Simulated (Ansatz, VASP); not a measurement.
# Ag3Sb2: VASP beside Ansatz

```xyz
5
Lattice="5.1483 0.0000 0.0000 0.0000 5.1483 0.0000 0.0000 0.0000 5.4356" Properties=species:S:1:pos:R:3 pbc="T T T"
Ag    2.5741    0.0000    0.0000
Ag    0.0000    2.5741    0.0000
Ag    0.0000    0.0000    0.0000
Sb    2.5741    0.0000    2.7178
Sb    0.0000    2.5741    2.7178
```

Alike in both runs: functional PBE; k mesh 4 × 4 × 3; occupations gaussian, width 0.2 eV; no spin polarisation.

Ansatz relaxed the structure, and its values are those at the end. VASP's run is a single point on that final structure, the one shown.

```csv
,VASP,Ansatz
version,VASP 6.6.1,Ansatz 0.2.0
potentials or method,"VASP PAW PBE potentials, release 64 (Ag, Sb), cutoff 500 eV","scalar-relativistic, plane waves, PAW"
valence electrons in the cell,43,87
```

|  | VASP | Ansatz | Ansatz less VASP |
| --- | --- | --- | --- |
| gap on the k mesh at the Fermi level (eV) | none | none | - |
| pressure (GPa) | 0.1 | 0.2 | +0.12 |

A gap of «none» marks a metal or a gap that the smearing closes. VASP's potentials hold 43 valence electrons a cell and Ansatz's 87, so a difference there can come from the potentials and not from the codes.

The k mesh is coarse, so the values compare programs but aren't converged. Spin-orbit coupling is off throughout.
